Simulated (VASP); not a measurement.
# TePt (P4_2/mmc) in VASP: single point with LDA+U

Aim: the single point of TePt with LDA+U.

Program: VASP 6.6.1. These are calculated values, not measurements. Logs are shortened: lines on timing, memory, paths and dates and some standing lists are left out, and cuts for length are marked.

### Step 1. The cell of the first run

Symmetry: P4_2/mmc, No. 131, tetragonal system. The conventional cell has a = 4.772 Å, b = 4.772 Å, c = 5.941 Å, α = 90.00°, β = 90.00°, γ = 90.00°. Pt (site symmetry mmm) has 4 Te at 2.81 Å within 3.7 Å. Te (site symmetry -4m2) has 4 Pt at 2.81 Å and 2 Te at 2.97 Å within 3.7 Å.

### Step 2. Single point, LDA+U, non-collinear spin, twin_end start, moments held on the sites

The input, INCAR:

```
SYSTEM = TePt
ALGO     = Normal         ! electronic algorithm
AMIX     = 0.2          
AMIX_MAG = 0.8          
BMIX     = 1E-4         
BMIX_MAG = 1E-4         
EDIFF    = 1E-6           ! SCF threshold, eV
ENCUT    = 500            ! plane-wave cutoff, eV
GGA_COMPAT= .FALSE.      
ISIF     = 2              ! what is computed and relaxed
ISMEAR   = 0              ! smearing method
ISYM     = -1           
I_CONSTRAINED_M= 2            
LAMBDA   = 10           
LASPH    = .TRUE.         ! aspherical terms in the spheres
LCHARG   = .FALSE.        ! write CHGCAR
LDAU     = .TRUE.         ! DFT+U
LDAUJ    = 0 0          
LDAUL    = 2 -1           ! shell
LDAUPRINT= 1            
LDAUTYPE = 2            
LDAUU    = 7 0            ! U, eV
LMAXMIX  = 4              ! l up to which the mixer works
LNONCOLLINEAR= .TRUE.         ! non-collinear magnetism
LORBIT   = 11             ! projections on sites
LREAL    = .FALSE.        ! projectors in reciprocal space
LWAVE    = .FALSE.        ! write WAVECAR
MAGMOM   = 0 0 2 0 0 -0.99 0 0 -0.06 0 0 -0.06 ! initial moments
M_CONSTR = 0.354 0.354 0 0.354 0.354 0 0 0 0 0 0 0
NBANDS   = 46             ! bands
NELM     = 200            ! most SCF steps
PREC     = Accurate       ! precision mode
RWIGS    = 1.36 1.38    
SIGMA    = 0.05           ! smearing width, eV
```

The input, KPOINTS:

```
k-points
0
G
  4 4 3
  0 0 0
```

The input, POSCAR:

```
TePt
1.0
    4.7715922000      0.0000000000      0.0000000000
    0.0000000000      4.7715922000      0.0000000000
    0.0000000000      0.0000000000      5.9406434700
Pt Te
2 2
Direct
    0.0000000000      0.5000000000      0.0000000000
    0.5000000000      0.0000000000      0.5000000000
    0.0000000000      0.0000000000      0.2500000000
    0.0000000000      0.0000000000      0.7500000000
```

Potentials or basis: VASP PAW LDA potentials, release 64 (Pt, Te).

Started as:

```console
$ cat potpaw_LDA.64/Pt/POTCAR potpaw_LDA.64/Te/POTCAR > POTCAR
$ mpirun -np 1 vasp_ncl > vasp.out
```

OUTCAR:

```text
SYSTEM = TePt
   AMIX = 0.2
   AMIX_MAG = 0.8
   EDIFF = 1E-6
   ENCUT = 500
   ISIF = 2
   ISMEAR = 0
   ISYM = -1
   LASPH = .TRUE.
   LNONCOLLINEAR = .TRUE.
   LORBIT = 11
   LREAL = .FALSE.
   NELM = 200
   PREC = Accurate

 ion  position               nearest neighbor table
   1  0.000  0.500  0.000-   3 2.81   4 2.81   3 2.81   4 2.81
   2  0.500  0.000  0.500-   3 2.81   4 2.81   3 2.81   4 2.81
   3  0.000  0.000  0.250-   1 2.81   2 2.81   1 2.81   2 2.81   4 2.97   4 2.97
   4  0.000  0.000  0.750-   1 2.81   2 2.81   1 2.81   2 2.81   3 2.97   3 2.97

IMPORTANT INFORMATION: All symmetrisations will be switched off!
NOSYMM: (Re-)initialisation of all symmetry stuff for point group C_1.

----------------------------------------------------------------------------------------

                                     Primitive cell

  volume of cell :     135.2571

  direct lattice vectors                    reciprocal lattice vectors
     4.771592200  0.000000000  0.000000000     0.209573651  0.000000000  0.000000000
     0.000000000  4.771592200  0.000000000     0.000000000  0.209573651  0.000000000
     0.000000000  0.000000000  5.940643470     0.000000000  0.000000000  0.168331933

  length of vectors
     4.771592200  4.771592200  5.940643470     0.209573651  0.209573651  0.168331933

  position of ions in fractional coordinates (direct lattice)
     0.000000000  0.500000000  0.000000000
     0.500000000  0.000000000  0.500000000
     0.000000000  0.000000000  0.250000000
     0.000000000  0.000000000  0.750000000

  ion indices of the primitive-cell ions
   primitive index   ion index
                 1           1
                 2           2
                 3           3
                 4           4

----------------------------------------------------------------------------------------

 KPOINTS: k-points

Automatic generation of k-mesh.
 Grid dimensions read from file:
 generate k-points for:    4    4    3

 Generating k-lattice:

  Cartesian coordinates                     Fractional coordinates (reciprocal lattice)
     0.052393413  0.000000000  0.000000000     0.250000000  0.000000000  0.000000000
[... 199 lines left out ...]
  o =  0.9606  v = -0.0000  0.0000  0.2351  0.0000  0.6389 -0.0000  0.0000  0.2126 -0.0000  0.5786      0.0000 -0.0000 -0.0658  0.0000 -0.1788 -0.0000  0.0000  0.1197  0.0000  0.3256

 number of electron      32.0000004 magnetization       0.6454537      0.6454663      0.0000130

 Free energy of the ion-electron system (eV)
  ---------------------------------------------------
  ext. energy  EPLUGINS =         0.00000000
  ---------------------------------------------------
  free energy    TOTEN  =       -11.83942290 eV

  energy without entropy =      -11.83649572  energy(sigma->0) =      -11.83795931

 E-fermi :   3.5388     XC(G=0):  -8.8715

 val. band max:        3.4756626425   @ k =  -0.2500   0.0000   0.0000
 cond. band min:       3.5448033533   @ k =   0.0000   0.0000  -0.3333
 fundamental gap:      0.0691407108
 Fermi energy:         3.5388191764

 k-point     1 :       0.0000    0.0000    0.0000
  band No.  band energies     occupation
      1      -9.6708      1.00000
      2      -9.6669      1.00000
      3      -6.4567      1.00000
      4      -6.3762      1.00000
      5      -4.3324      1.00000
      6      -3.8356      1.00000
[... 1117 lines left out ...]
     43       8.8619      0.00000
     44       9.1849      0.00000

 [... further k-points ...]

 [bands above 44 left out]

------------------------ aborting loop because EDIFF is reached ----------------------------------------

  FORCE on cell =-STRESS in cart. coord.  units (eV):
  Direction    XX          YY          ZZ          XY          YZ          ZX
  --------------------------------------------------------------------------------------
  -------------------------------------------------------------------------------------
  Total       -9.8483841     -9.8521183      0.9531688      0.0000020     -0.0000062      0.0000001
  in kB     -116.6582427   -116.7024761     11.2906849      0.0000234     -0.0000736      0.0000006
  external PRESSURE =     -74.0233446 kB  Pullay stress =       0.0000000 kB

 VOLUME and BASIS-vectors are now :
 -----------------------------------------------------------------------------
  energy-cutoff  :      500.00
  volume of cell :      135.26
      direct lattice vectors                 reciprocal lattice vectors
     4.771592200  0.000000000  0.000000000     0.209573651  0.000000000  0.000000000
     0.000000000  4.771592200  0.000000000     0.000000000  0.209573651  0.000000000
     0.000000000  0.000000000  5.940643470     0.000000000  0.000000000  0.168331933

 POSITION                                       TOTAL-FORCE (eV/Angst)
 -----------------------------------------------------------------------------------
      0.00000      2.38580      0.00000        -0.000000      0.000000     -0.000000
      2.38580      0.00000      2.97032         0.000000     -0.000000     -0.000000
      0.00000      0.00000      1.48516        -0.000000      0.000000      0.000683
      0.00000      0.00000      4.45548        -0.000000     -0.000000     -0.000683
 -----------------------------------------------------------------------------------
    total drift:                                0.000000     -0.000000     -0.000000

  FREE ENERGIE OF THE ION-ELECTRON SYSTEM (eV)
  ---------------------------------------------------
  free  energy   TOTEN  =       -11.8394229044 eV

  energy  without entropy=      -11.8364957244  energy(sigma->0) =      -11.83795931

 total charge

# of ion       s       p       d       tot
------------------------------------------
    1        0.475   0.260   8.763   9.498
    2        0.475   0.260   8.763   9.498
    3        1.386   1.867   0.060   3.313
    4        1.386   1.867   0.060   3.313
--------------------------------------------------
tot          3.723   4.254  17.647  25.624

 magnetization (x)

# of ion       s       p       d       tot
------------------------------------------
    1        0.004   0.009   0.464   0.476
    2        0.004   0.009   0.463   0.476
    3        0.006  -0.081  -0.004  -0.079
    4        0.006  -0.081  -0.004  -0.079
--------------------------------------------------
tot          0.020  -0.145   0.919   0.794

 magnetization (y)

# of ion       s       p       d       tot
------------------------------------------
    1        0.004   0.009   0.464   0.476
    2        0.004   0.009   0.463   0.476
    3        0.006  -0.081  -0.004  -0.079
    4        0.006  -0.081  -0.004  -0.079
--------------------------------------------------
tot          0.020  -0.145   0.919   0.794

 magnetization (z)

# of ion       s       p       d       tot
------------------------------------------
    1       -0.000  -0.000  -0.000  -0.000
    2        0.000   0.000  -0.000  -0.000
    3       -0.000   0.000   0.000   0.000
    4       -0.000   0.000   0.000   0.000
--------------------------------------------------
tot         -0.000   0.000  -0.000  -0.000
```

OSZICAR:

```text
N       E                     dE             d eps       ncg     rms          rms(c)

 E_p =  0.14474E+02  lambda =  0.100E+02
<lVp>=  0.18923E+02
 DBL = -0.44488E+01
 ion        MW_int                 M_int
  1  0.000  0.000  0.871    0.000  0.000  1.660
  2  0.000  0.000 -0.432    0.000  0.000 -0.826
  3  0.000  0.000 -0.010    0.000  0.000 -0.028
  4  0.000  0.000 -0.010    0.000  0.000 -0.028
DAV:   1     0.143682748953E+03    0.14368E+03   -0.13092E+04  4416   0.114E+03
[... 371 lines left out ...]
 E_p =  0.10535E+00  lambda =  0.100E+02
<lVp>= -0.12427E+01
 DBL =  0.13480E+01
 ion        MW_int                 M_int
  1  0.303  0.303  0.000    0.499  0.499 -0.000
  2  0.303  0.303 -0.000    0.498  0.498  0.000
  3 -0.025 -0.025  0.000   -0.093 -0.093  0.000
  4 -0.025 -0.025  0.000   -0.093 -0.093  0.000
DAV:  39    -0.118394229044E+02   -0.48761E-06   -0.13141E-06  3832   0.123E-02
   1 F= -.11839423E+02 E0= -.11837959E+02  d E =-.292718E-02  mag=     0.6453     0.6453    -0.0001

 E_p =  0.10535E+00  lambda =  0.100E+02
 ion             lambda*MW_perp
  1  -0.10260E+01  -0.10262E+01  -0.77667E-04
  2  -0.10268E+01  -0.10265E+01  -0.12588E-03
```

stdout:

```text
POSCAR found type information on POSCAR PtTe
 POSCAR found :  2 types and       4 ions
 scaLAPACK will be used
 LDA part: xc-table for (Slater(with rela. corr.)+CA(PZ))
 , standard interpolation
 POSCAR, INCAR and KPOINTS ok, starting setup
 FFT: planning ... GRIDC
 FFT: planning ... GRID_SOFT
 FFT: planning ... GRID
 WAVECAR not read
 entering main loop
```

Run time: 11 min. Hardware: 1 thread of Intel Xeon 6975P-C (Granite Rapids), shared host; peak memory 0.62 GiB.

What came out:

```yaml
Free_energy: -11.8394 eV
Band_gap_on_the_k_mesh: zero (bands 32 and 33 overlap by 2.21 eV)
Net_moment: 0.91 μB per cell
Valence_electrons_inside_the_program's_atomic_spheres: Pt 9.50; Te 3.31
```

Levels at points of the mesh, in eV from the Fermi level:
```csv
k point,band 29,band 30,band 31,band 32,band 33,band 34,band 35,band 36
"(0.00, 0.00, 0.00)",-2.08,-1.81,0.25,0.74,1.42,1.56,1.56,1.88
"(0.50, 0.00, 0.00)",-1.71,-1.36,-1.11,0.29,1.20,1.43,1.63,2.04
"(0.00, 0.50, 0.00)",-1.71,-1.37,-1.11,0.29,1.20,1.43,1.63,2.04
"(0.50, 0.50, 0.00)",-1.55,-1.54,-1.52,-1.52,-0.49,1.57,1.61,1.63
```

Moments on the atoms (μB; x, y, z):
```
Pt   0.48  0.48  0.00
Pt   0.48  0.48  0.00
Te  -0.08 -0.08  0.00
Te  -0.08 -0.08  0.00
```

Caveat: moments held by a penalty; a moment this small can come from the mesh or the smearing; spin-orbit coupling is left out, which moves the levels of the heavy elements; the U is typed as a test and isn't derived for this compound. The state reached can hang on the start; a lower one may exist.

The gap in the log of VASP goes by the Fermi energy; the results here count the filled bands.